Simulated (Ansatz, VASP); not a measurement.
**One calculation of SbRh3, two programs**

File INCAR:

```
ALGO = Normal
EDIFF = 1E-6
ENCUT = 520
GGA = CA
ISIF = 2
ISMEAR = -1
LASPH = T
LCHARG = F
LREAL = F
LWAVE = F
NBANDS = 33
NELM = 80
PREC = Accurate
SIGMA = 0.2
```

KPOINTS

```
k-points
0
Gamma
  6 6 6
```

File POSCAR:

```
SbRh3
1.0
    3.8486454041      0.0000000000      0.0000000000
    0.0000000000      3.8486454041      0.0000000000
    0.0000000000      0.0000000000      3.8486454041
Sb Rh
1 3
Direct
    0.0000000000      0.0000000000      0.0000000000
    0.5000000000      0.5000000000      0.0000000000
    0.5000000000      0.0000000000      0.5000000000
    0.0000000000      0.5000000000      0.5000000000
```

Input for Ansatz:

```yaml
crystal:
  lattice:
    - [3.84864540405211, 0.0, 0.0]
    - [0.0, 3.84864540405211, 0.0]
    - [0.0, 0.0, 3.84864540405211]
  atoms:
    - { symbol: Sb, position: [0.0, 0.0, 0.0] }
    - { symbol: Rh, position: [0.5, 0.5, 0.0] }
    - { symbol: Rh, position: [0.5, 0.0, 0.5] }
    - { symbol: Rh, position: [0.0, 0.5, 0.5] }
basis:
  ecutwfc: 530.0
  ecutrho_ratio: 6
kpoints:
  mp_grid:
    grid: [6, 6, 6]
hamiltonian:
  xc: lda
scf:
  n_extra_bands: 12
  occupations:
    method: fermi_dirac
    width: 0.2
output:
  stress: true
```

Alike in both runs: task single point; functional LDA; k mesh 6 × 6 × 6; occupations fermi-dirac, width 0.2 eV; no spin polarisation.

|  | VASP | Ansatz |
| --- | --- | --- |
| version | VASP 6.6.1 | Ansatz 0.2.0 |
| potentials or method | VASP PAW LDA potentials, release 64 (Sb, Rh_pv), cutoff 520 eV | plane waves, PAW |
| valence electrons in the cell | 50 | 66 |

|  | VASP | Ansatz | Ansatz less VASP |
| --- | --- | --- | --- |
| pressure (GPa) | 7.6 | 6.9 | -0.75 |

LDA's correlation is that of Perdew and Zunger in VASP and of Perdew and Wang (1992) in Ansatz. VASP's potentials hold 50 valence electrons a cell and Ansatz's 66, so a difference there can come from the potentials and not from the codes.

Spin-orbit coupling is off throughout.
